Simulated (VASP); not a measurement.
# TiO2 (P4_2/mnm) in VASP: notebook

The runs below take TiO2 through single point, with LDA.

Program: VASP 6.6.1. These are calculated values, not measurements. Logs are shortened: lines on timing, memory, paths and dates and some standing lists are left out, and cuts for length are marked.

## 1. The cell of the first run

The structure is tetragonal, space group P4_2/mnm (No. 136). Conventional cell: a = 4.639 Å, b = 4.639 Å, c = 2.882 Å, α = 90.00°, β = 90.00°, γ = 90.00°. Within 2.6 Å of Ti (site symmetry mmm) lie 6 O at 1.93 to 1.99 Å. O (site symmetry m2m) has 3 Ti at 1.93 to 1.99 Å and 1 O at 2.57 Å within 2.6 Å.

## 2. Single point, LDA (in-plane strain +0.02)

Input file INCAR:

```
SYSTEM = TiO2
PREC     = Accurate       ! precision mode
ENCUT    = 520            ! plane-wave cutoff, eV
EDIFF    = 1E-6           ! SCF threshold, eV
ISMEAR   = 0              ! smearing method
SIGMA    = 0.01           ! smearing width, eV
LREAL    = .FALSE.        ! projectors in reciprocal space
LASPH    = .TRUE.         ! aspherical terms in the spheres
NELM     = 100            ! most SCF steps
ALGO     = Normal         ! electronic algorithm
ISIF     = 2              ! what is computed and relaxed
LWAVE    = .FALSE.        ! write WAVECAR
LCHARG   = .TRUE.         ! write CHGCAR
GGA      = CA             ! functional
LELF     = .TRUE.         ! ELF
LVHAR    = .TRUE.       
NBANDS   = 33             ! bands
```

Input file KPOINTS:

```
Automatic mesh
0
G
  6 6 8
  0 0 0
```

Input file POSCAR:

```
TiO2
1.0
    4.6391246064      0.0000000000      0.0000000000
    0.0000000000      4.6391246064      0.0000000000
    0.0000000000      0.0000000000      2.8821228159
Ti O
2 4
Direct
    0.0000000000      0.0000000000      0.0000000000
    0.5000000000      0.5000000000      0.5000000000
    0.3039661007      0.3039661007      0.0000000000
    0.1960338993      0.8039661007      0.5000000000
    0.6960338993      0.6960338993      0.0000000000
    0.8039661007      0.1960338993      0.5000000000
```

Potentials or basis: VASP PAW LDA potentials, release 64 (Ti_sv, O).

The run is started by

```console
> cat potpaw_LDA.64/Ti_sv/POTCAR potpaw_LDA.64/O/POTCAR > POTCAR
> mpirun -np 1 vasp_std > vasp.out
```

OUTCAR:

```text
SYSTEM = TiO2
   PREC = Accurate
   ENCUT = 520
   EDIFF = 1E-6
   ISMEAR = 0
   LREAL = .FALSE.
   LASPH = .TRUE.
   NELM = 100
   ISIF = 2
   GGA = CA

 ion  position               nearest neighbor table
   1  0.000  0.000  0.000-   4 1.93   6 1.93   4 1.93   6 1.93   5 1.99   3 1.99
   2  0.500  0.500  0.500-   3 1.93   5 1.93   3 1.93   5 1.93   4 1.99   6 1.99
   3  0.304  0.304  0.000-   2 1.93   2 1.93   1 1.99
   4  0.196  0.804  0.500-   1 1.93   1 1.93   2 1.99
   5  0.696  0.696  0.000-   2 1.93   2 1.93   1 1.99
   6  0.804  0.196  0.500-   1 1.93   1 1.93   2 1.99

  LATTYP: Found a simple tetragonal cell.
 ALAT       =     4.6391246064
 C/A-ratio  =     0.6212643678

  Lattice vectors:

 A1 = (   4.6391246064,   0.0000000000,   0.0000000000)
 A2 = (   0.0000000000,   4.6391246064,   0.0000000000)
 A3 = (   0.0000000000,   0.0000000000,   2.8821228159)

Analysis of symmetry for initial positions (statically):
=====================================================================
 Subroutine PRICEL returns:
 Original cell was already a primitive cell.

 Routine SETGRP: Setting up the symmetry group for a
 simple tetragonal supercell.

 Subroutine GETGRP returns: Found 16 space group operations
 (whereof  8 operations were pure point group operations)
 out of a pool of 16 trial point group operations.

The static configuration has the point symmetry D_2h.
 The point group associated with its full space group is D_4h.

Analysis of symmetry for dynamics (positions and initial velocities):
=====================================================================
 Subroutine PRICEL returns:
 Original cell was already a primitive cell.

 Routine SETGRP: Setting up the symmetry group for a
 simple tetragonal supercell.

 Subroutine GETGRP returns: Found 16 space group operations
 (whereof  8 operations were pure point group operations)
 out of a pool of 16 trial point group operations.

The dynamic configuration has the point symmetry D_2h.
 The point group associated with its full space group is D_4h.

 Subroutine INISYM returns: Found 16 space group operations
 (whereof  8 operations are pure point group operations),
 and found     1 'primitive' translations

----------------------------------------------------------------------------------------

                                     Primitive cell

  volume of cell :      62.0275

  direct lattice vectors                    reciprocal lattice vectors
     4.639124606  0.000000000  0.000000000     0.215557909  0.000000000  0.000000000
     0.000000000  4.639124606  0.000000000     0.000000000  0.215557909  0.000000000
     0.000000000  0.000000000  2.882122816     0.000000000  0.000000000  0.346966477

  length of vectors
     4.639124606  4.639124606  2.882122816     0.215557909  0.215557909  0.346966477

  position of ions in fractional coordinates (direct lattice)
     0.000000000  0.000000000  0.000000000
     0.500000000  0.500000000  0.500000000
     0.303966101  0.303966101  0.000000000
     0.196033899  0.803966101  0.500000000
     0.696033899  0.696033899  0.000000000
     0.803966101  0.196033899  0.500000000

  ion indices of the primitive-cell ions
   primitive index   ion index
                 1           1
                 2           2
                 3           3
                 4           4
                 5           5
                 6           6

----------------------------------------------------------------------------------------

 KPOINTS: Automatic mesh

Automatic generation of k-mesh.
 Grid dimensions read from file:
 generate k-points for:    6    6    8

 Generating k-lattice:

  Cartesian coordinates                     Fractional coordinates (reciprocal lattice)
     0.035926318  0.000000000  0.000000000     0.166666667  0.000000000  0.000000000
     0.000000000  0.035926318  0.000000000     0.000000000  0.166666667  0.000000000
     0.000000000  0.000000000  0.043370810     0.000000000  0.000000000  0.125000000

  Length of vectors
     0.035926318  0.035926318  0.043370810

  Shift w.r.t. Gamma in fractional coordinates (k-lattice)
     0.000000000  0.000000000  0.000000000

 Subroutine IBZKPT returns following result:
 ===========================================

 Found     50 irreducible k-points:

 Following reciprocal coordinates:
            Coordinates               Weight
  0.000000  0.000000  0.000000      1.000000
  0.166667  0.000000  0.000000      4.000000
  0.333333  0.000000  0.000000      4.000000
  0.500000  0.000000  0.000000      2.000000
  0.166667  0.166667  0.000000      4.000000
  0.333333  0.166667  0.000000      8.000000
[... 16 lines left out ...]
  0.333333  0.000000  0.250000      8.000000
  0.500000  0.000000  0.250000      4.000000
 [... further k-points ...]
   k-points           NKPTS =     50   k-points in BZ     NKDIM =     50   number of bands    NBANDS=     33
   number of dos      NEDOS =    301   number of ions     NIONS =      6
   total plane-waves  NPLWV =  31104
   dimension x,y,z NGX =    36 NGY =   36 NGZ =   24
   dimension x,y,z NGXF=    72 NGYF=   72 NGZF=   48
   ions per type =               2   4
   NGX,Y,Z   is equivalent  to a cutoff of  12.90, 12.90, 13.84 a.u.
   NGXF,Y,Z  is equivalent  to a cutoff of  25.80, 25.80, 27.69 a.u.
 SYSTEM =  TiO2
   PREC   = accura    normal or accurate (medium, high low for compatibility)
   ISTART =      0    job   : 0-new  1-cont  2-samecut
   ICHARG =      2    charge: 1-file 2-atom 10-const
   ISPIN  =      1    spin polarized calculation?
   LNONCOLLINEAR =      F non collinear calculations
   LSORBIT =      F    spin-orbit coupling
   LASPH  =      T    aspherical Exc in radial PAW
   ENCUT  =  520.0 eV  38.22 Ry    6.18 a.u.   8.63  8.63  5.36*2*pi/ulx,y,z
   NELM   =    100;   NELMIN=  2; NELMDL= -5     # of ELM steps
   EDIFF  = 0.1E-05   stopping-criterion for ELM
   LREAL  =      F    real-space projection
   EDIFFG = 0.1E-04   stopping-criterion for IOM
   NSW    =      0    number of steps for IOM
   IBRION =     -1    ionic relax: 0-MD 1-quasi-New 2-CG
   NFREE  =      0    steps in history (QN), initial steepest desc. (CG)
   ISIF   =      2    stress and relaxation
   ISYM   =      2    0-nonsym 1-usesym 2-fastsym
   POTIM  = 0.5000    time-step for ionic-motion
   TEBEG  =    0.0;   TEEND  =   0.0 temperature during run
   PSTRESS=    0.0 pullay stress
   NELECT =      48.0000    total number of electrons
   NUPDOWN=      -1.0000    fix difference up-down
   EMIN   =  10.00;   EMAX   =-10.00  energy-range for DOS
   EFERMI =   0.00;   METHOD = LEGACY
   ISMEAR =     0;   SIGMA  =   0.01  broadening in eV -4-tet -1-fermi 0-gaus
   EFERMI_NEDOS =   21; number of points for ismear=-14 and -15
   IALGO  =     38    algorithm
   IMIX   =      4    mixing-type and parameters
     AMIX     =   0.40;   BMIX     =  1.00
     AMIX_MAG =   1.60;   BMIX_MAG =  1.00
  volume/ion in A,a.u.               =      10.34        69.76
  Fermi-wavevector in a.u.,A,eV,Ry     =   1.503005  2.840267 30.735883  2.259024
  Thomas-Fermi vector in A             =   2.614172
   LORBIT       =      0    0 simple, 1 ext, 2 COOP (PROOUT), +10 PAW based schemes
   GGA     = CA    functional components
   LHFCALC =     F    Hartree Fock is set to
   AEXX    =    0.0000 exact exchange contribution
   IVDW    =     0    specifies the selected vdW correction
   LEPSILON=     F    determine dielectric tensor
   LRPA    =     F    only Hartree local field effects (RPA)
 non-spin polarized calculation
 Gauss-broadening in eV      SIGMA  =   0.01
  energy-cutoff  :      520.00
  volume of cell :       62.03
 maximum number of plane-waves:      1696
 NGX is ok and might be reduce to    36
   NGX = 17   NGY = 17   NGZ = 11

 number of electron      48.0000023 magnetization

 Free energy of the ion-electron system (eV)
  ---------------------------------------------------
  ext. energy  EPLUGINS =         0.00000000
  ---------------------------------------------------
  free energy    TOTEN  =       -58.72953945 eV

  energy without entropy =      -58.72953945  energy(sigma->0) =      -58.72953945

 E-fermi :   4.6990     XC(G=0): -12.0161

 val. band max:        4.5002021417   @ k =   0.0000   0.0000   0.0000
 cond. band min:       6.3263321261   @ k =   0.0000   0.0000   0.0000
 fundamental gap:      1.8261299844
 Fermi energy:         4.6990033635

 k-point     1 :       0.0000    0.0000    0.0000
  band No.  band energies     occupation
      1     -51.5314      2.00000
      2     -51.5134      2.00000
      3     -28.2506      2.00000
      4     -28.2506      2.00000
      5     -28.0748      2.00000
      6     -28.0748      2.00000
[... 25 lines left out ...]
     32      11.3304      0.00000
     33      11.3305      0.00000

 k-point     2 :       0.1667    0.0000    0.0000
  band No.  band energies     occupation
      1     -51.5302      2.00000
      2     -51.5147      2.00000
      3     -28.2415      2.00000
      4     -28.2407      2.00000
      5     -28.0859      2.00000
      6     -28.0850      2.00000
[... 25 lines left out ...]
     32      11.2424      0.00000
     33      11.2597      0.00000

 k-point     3 :       0.3333    0.0000    0.0000
  band No.  band energies     occupation
      1     -51.5269      2.00000
      2     -51.5179      2.00000
      3     -28.2174      2.00000
      4     -28.2153      2.00000
      5     -28.1134      2.00000
      6     -28.1112      2.00000
[... 25 lines left out ...]
     32      11.0675      0.00000
     33      11.1044      0.00000

 k-point     4 :       0.5000    0.0000    0.0000
  band No.  band energies     occupation
      1     -51.5224      2.00000
      2     -51.5224      2.00000
      3     -28.1971      2.00000
      4     -28.1971      2.00000
      5     -28.1326      2.00000
      6     -28.1326      2.00000
[... 673 lines left out ...]
     32      10.4761      0.00000
     33      10.8562      0.00000

 k-point    23 :       0.3333    0.0000    0.2500
  band No.  band energies     occupation
      1     -51.4968      2.00000
      2     -51.4904      2.00000
      3     -28.3036      2.00000
      4     -28.2923      2.00000
      5     -28.1472      2.00000
      6     -28.1423      2.00000
[... 25 lines left out ...]
     32      10.0048      0.00000
     33      10.9750      0.00000

 k-point    24 :       0.5000    0.0000    0.2500
  band No.  band energies     occupation
      1     -51.4936      2.00000
      2     -51.4936      2.00000
      3     -28.3008      2.00000
      4     -28.3008      2.00000
      5     -28.1271      2.00000
      6     -28.1271      2.00000
[... 25 lines left out ...]
     32       9.8105      0.00000
     33      11.3411      0.00000

 [... further k-points ...]

------------------------ aborting loop because EDIFF is reached ----------------------------------------

  FORCE on cell =-STRESS in cart. coord.  units (eV):
  Direction    XX          YY          ZZ          XY          YZ          ZX
  --------------------------------------------------------------------------------------
  -------------------------------------------------------------------------------------
  Total       -2.6616807     -2.6616807      0.4055749      0.0000000      0.0000000      0.0000000
  in kB      -68.7514688    -68.7514688     10.4760390      0.0000000      0.0000000      0.0000000
  external PRESSURE =     -42.3422995 kB  Pullay stress =       0.0000000 kB

 VOLUME and BASIS-vectors are now :
 -----------------------------------------------------------------------------
  energy-cutoff  :      520.00
  volume of cell :       62.03
      direct lattice vectors                 reciprocal lattice vectors
     4.639124606  0.000000000  0.000000000     0.215557909  0.000000000  0.000000000
     0.000000000  4.639124606  0.000000000     0.000000000  0.215557909  0.000000000
     0.000000000  0.000000000  2.882122816     0.000000000  0.000000000  0.346966477

 POSITION                                       TOTAL-FORCE (eV/Angst)
 -----------------------------------------------------------------------------------
      0.00000      0.00000      0.00000         0.000000     -0.000000      0.000000
      2.31956      2.31956      1.44106         0.000000     -0.000000      0.000000
      1.41014      1.41014      0.00000         0.053314      0.053314     -0.000000
      0.90943      3.72970      1.44106        -0.053314      0.053314      0.000000
      3.22899      3.22899      0.00000        -0.053314     -0.053314      0.000000
      3.72970      0.90943      1.44106         0.053314     -0.053314      0.000000
 -----------------------------------------------------------------------------------
    total drift:                                0.000000      0.000000      0.000000

  FREE ENERGIE OF THE ION-ELECTRON SYSTEM (eV)
  ---------------------------------------------------
  free  energy   TOTEN  =       -58.7295394493 eV

  energy  without entropy=      -58.7295394493  energy(sigma->0) =      -58.72953945
```

Run time: 63 s. Hardware: 1 thread of Intel Xeon 6975P-C (Granite Rapids), shared host; peak memory 0.2 GiB.

Results:

```
Free energy            : -58.7295 eV
Pressure               : -4.2 GPa
Largest force          : 0.075 eV/Å
Band gap on the k mesh : 1.83 eV
```

Forces in eV/Å, atoms in the order of the input:
```
Ti   0.000  0.000  0.000
Ti   0.000  0.000  0.000
O    0.053  0.053  0.000
O   -0.053  0.053  0.000
O   -0.053 -0.053  0.000
O    0.053 -0.053  0.000
```

Stress tensor (GPa, compression positive):
```
-6.88  0.00  0.00
 0.00 -6.88  0.00
 0.00  0.00  1.05
```

Caveat: the cell differs from its parent crystal (in-plane strain +0.02); the stress differs along the axes, from -7 to 1 GPa.

## 3. Single point, LDA (film at in-plane strain +0.02)

Input file INCAR:

```
ALGO = Normal
EDIFF = 1E-6
ENCUT = 520
GGA = CA
ISIF = 2
ISMEAR = 0
LASPH = True
LCHARG = False
LREAL = False
LWAVE = False
NBANDS = 33
NELM = 80
PREC = Accurate
SIGMA = 0.01
```

Input file KPOINTS:

```
k-points
0
Gamma
  6 6 8
```

Input file POSCAR:

```
TiO2
1.0
    4.6391246064      0.0000000000      0.0000000000
    0.0000000000      4.6391246064      0.0000000000
    0.0000000000      0.0000000000      2.8822020118
Ti O
2 4
Direct
    0.0000000000      0.0000000000      0.0000000000
    0.5000000000      0.5000000000      0.5000000000
    0.3049272614      0.3049272614      0.0000000000
    0.1950727386      0.8049272614      0.5000000000
    0.6950727386      0.6950727386      0.0000000000
    0.8049272614      0.1950727386      0.5000000000
```

Potentials or basis: VASP PAW LDA potentials, release 64 (Ti_sv, O).

The run is started by

```console
> cat potpaw_LDA.64/Ti_sv/POTCAR potpaw_LDA.64/O/POTCAR > POTCAR
> mpirun -np 1 vasp_std > vasp.out
```

Wall time 67 s (1 thread of Intel Xeon 6975P-C (Granite Rapids), shared host); peak memory 0.2 GiB.

The run converged. Its results:

```yaml
Free_energy: -58.7298 eV
Pressure: -3.8 GPa
Largest_force: 0.054 eV/Å
Band_gap_on_the_k_mesh: 1.87 eV
```

Forces on the atoms (eV/Å):
```
Ti   0.000  0.000  0.000
Ti   0.000  0.000  0.000
O   -0.039 -0.039  0.000
O    0.039 -0.039  0.000
O    0.039  0.039  0.000
O   -0.039  0.039  0.000
```

Stress tensor (GPa, compression positive):
```
-6.48  0.00  0.00
 0.00 -6.48  0.00
 0.00  0.00  1.52
```

Levels at points of the mesh, in eV from the valence-band top:
```
           k point  band 20  band 21  band 22  band 23  band 24  band 25  band 26  band 27  band 28  band 29
(0.00, 0.00, 0.00)    -1.68    -0.51    -0.40    -0.40     0.00     1.87     2.12     2.61     2.67     2.67
(0.50, 0.00, 0.00)    -3.01    -1.37    -1.37    -0.70    -0.70     2.56     2.56     3.16     3.16     3.77
(0.50, 0.50, 0.00)    -2.25    -1.06    -1.06    -1.03    -1.03     1.89     1.89     2.69     2.69     4.05
(0.00, 0.00, 0.50)    -2.86    -2.26    -2.26    -1.40    -1.40     3.01     3.01     3.54     3.54     3.75
(0.50, 0.00, 0.50)    -2.29    -2.05    -2.05    -0.98    -0.98     1.94     1.94     3.55     3.55     4.01
(0.50, 0.50, 0.50)    -2.83    -1.20    -1.20    -0.65    -0.65     2.64     2.64     3.28     3.28     3.58
```

Caveat: the cell differs from its parent crystal (film at in-plane strain +0.02); the stress differs along the axes, from -6 to 2 GPa. A k mesh can miss the band edges.

## 4. Single point, LDA

This run uses another cell than the first one, of 10.06 Å³/atom.

Input file INCAR:

```
PREC     = Accurate       # precision mode
ENCUT    = 520            # plane-wave cutoff, eV
EDIFF    = 1E-6           # SCF threshold, eV
ISMEAR   = -1             # smearing method
SIGMA    = 0.08           # smearing width, eV
LREAL    = F              # projectors in reciprocal space
LASPH    = T              # aspherical terms in the spheres
NELM     = 60             # most SCF steps
ALGO     = Normal         # electronic algorithm
ISIF     = 2              # what is computed and relaxed
LWAVE    = F              # write WAVECAR
LCHARG   = F              # write CHGCAR
GGA      = CA             # functional
NBANDS   = 33             # bands
```

Input file KPOINTS:

```
regular mesh
0
Gamma
  6 6 10
```

Input file POSCAR:

```
TiO2
1.0
    4.5481613789      0.0000000000      0.0000000000
    0.0000000000      4.5481613789      0.0000000000
    0.0000000000      0.0000000000      2.9171283562
Ti O
2 4
Direct
    0.0000000000      0.0000000000      0.0000000000
    0.5000000000      0.5000000000      0.5000000000
    0.3039661007      0.3039661007      0.0000000000
    0.1960338993      0.8039661007      0.5000000000
    0.6960338993      0.6960338993      0.0000000000
    0.8039661007      0.1960338993      0.5000000000
```

The run is started by

```console
> cat potpaw_LDA.64/Ti_sv/POTCAR potpaw_LDA.64/O/POTCAR > POTCAR
> mpirun -np 1 vasp_std > vasp.out
```

Wall time 80 s (1 thread of Intel Xeon 6975P-C (Granite Rapids), shared host); peak memory 0.2 GiB.

Results (log left out):

- Free energy: -58.7774 eV
- Pressure: 1.3 GPa
- Largest force: 0.038 eV/Å
- Band gap on the k mesh: 1.83 eV

Forces on the atoms (eV/Å):
```
Ti   0.000  0.000  0.000
Ti   0.000  0.000  0.000
O   -0.027 -0.027  0.000
O    0.027 -0.027  0.000
O    0.027  0.027  0.000
O   -0.027  0.027  0.000
```

Stress tensor (GPa, compression positive):
```
1.10 0.00 0.00
0.00 1.10 0.00
0.00 0.00 1.58
```

Levels at points of the mesh, in eV from the valence-band top:
```csv
k point,band 20,band 21,band 22,band 23,band 24,band 25,band 26,band 27,band 28,band 29
"(0.00, 0.00, 0.00)",-2.01,-0.69,-0.47,-0.47,0.00,1.83,2.11,2.42,2.53,2.53
"(0.50, 0.00, 0.00)",-3.17,-1.69,-1.69,-0.79,-0.79,2.55,2.55,3.11,3.11,3.68
"(0.50, 0.50, 0.00)",-2.36,-1.31,-1.31,-1.11,-1.11,1.87,1.87,2.56,2.56,3.98
"(0.00, 0.00, 0.50)",-2.85,-2.58,-2.58,-1.47,-1.47,3.05,3.05,3.29,3.29,3.77
"(0.50, 0.00, 0.50)",-2.45,-2.15,-2.15,-1.11,-1.11,1.87,1.87,3.31,3.31,4.05
"(0.50, 0.50, 0.50)",-2.82,-1.39,-1.39,-0.68,-0.68,2.62,2.62,3.25,3.25,3.34
```

A k mesh can miss the band edges.

## 5. Overview

| cell | k mesh | smearing | gap on the mesh (eV) | pressure (GPa) | largest force (eV/Å) |
| --- | --- | --- | --- | --- | --- |
| a = 4.639, b = 4.639, c = 2.882 Å, 6 atoms, atomic positions A | 6 × 6 × 8 | gaussian 0.01 eV | 1.83 | -4.2 | 0.08 |
| a = 4.639, b = 4.639, c = 2.882 Å, 6 atoms, atomic positions B | 6 × 6 × 8 | gaussian 0.01 eV | 1.87 | -3.8 | 0.05 |
| a = 4.548, b = 4.548, c = 2.917 Å, 6 atoms, atomic positions A | 6 × 6 × 10 | fermi-dirac 0.08 eV | 1.83 | 1.3 | 0.04 |

Alike in all rows: task single point; level LDA; potentials or basis VASP PAW LDA potentials, release 64 (Ti_sv, O); no spin polarisation; cutoff (eV) 520.

Caveats: the stress differs along the axes, from -7 to 1 GPa (at least some runs); the stress differs along the axes, from -6 to 2 GPa (at least some runs).

Absolute energies hang on the potentials; compare differences alone.
